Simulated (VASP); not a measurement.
Crystal: Sb.

```
Sb
1.0
     3.35453    0.00000    0.00000
    -1.67727    2.90511    0.00000
     0.00000    0.00000    5.47016
Sb
2
Direct
  0.66667 0.33333 0.75000
  0.33333 0.66667 0.25000
```

This isn't the form of Sb at room conditions, which is rhombohedral.

```yaml
Program: VASP 6.6.1
Task: relaxation of cell and atoms
Functional: B3LYP
Potentials_or_basis: VASP PAW PBE potentials, release 64 (Sb)
Cutoff: 600 eV
k_mesh: 5 × 5 × 3
Occupations: fermi-dirac, width 0.05 eV
Spin: no spin polarisation
```

At the start: pressure 2.7 GPa; volume 26.65 Å³/atom.

Task: Where does the relaxation end?

Result: Over 8 steps the energy falls by 17.3 meV/atom and the volume is 27.75 Å³/atom (+4.1 %); space group P6_3/mmc (No. 194, to 0.1 Å) before and after.

Step by step:
```tsv
step	energy change (eV)	largest force (eV/Å)	pressure (GPa)	volume (Å³)
1	0.0000	0.0000	2.74	53.31
2	-0.0254	0.0000	-1.36	56.87
3	-0.0346	0.0000	-0.14	55.59
4	-0.0346	0.0000	-0.09	55.55
5	-0.0347	0.0000	0.08	55.39
6	-0.0347	0.0000	0.06	55.43
7	-0.0347	0.0000	0.05	55.44
8	-0.0347	0.0000	-0.01	55.50
```

Final structure:
```cif
data_structure
_symmetry_space_group_name_H-M 'P 1'
_symmetry_Int_Tables_number 1
_cell_length_a 3.3668
_cell_length_b 3.3668
_cell_length_c 5.6533
_cell_angle_alpha 90.000
_cell_angle_beta 90.000
_cell_angle_gamma 120.000
_cell_volume 55.50
loop_
_atom_site_label
_atom_site_type_symbol
_atom_site_fract_x
_atom_site_fract_y
_atom_site_fract_z
_atom_site_occupancy
Sb1 Sb 0.66667 0.33333 0.75000 1
Sb2 Sb 0.33333 0.66667 0.25000 1
```

Caveat: the k points lie up to 0.43 Å⁻¹ apart in the final cell, too coarse for converged energies and pressures of a metal; the PAW data sets were made with another functional, which shifts forces and pressure a little.
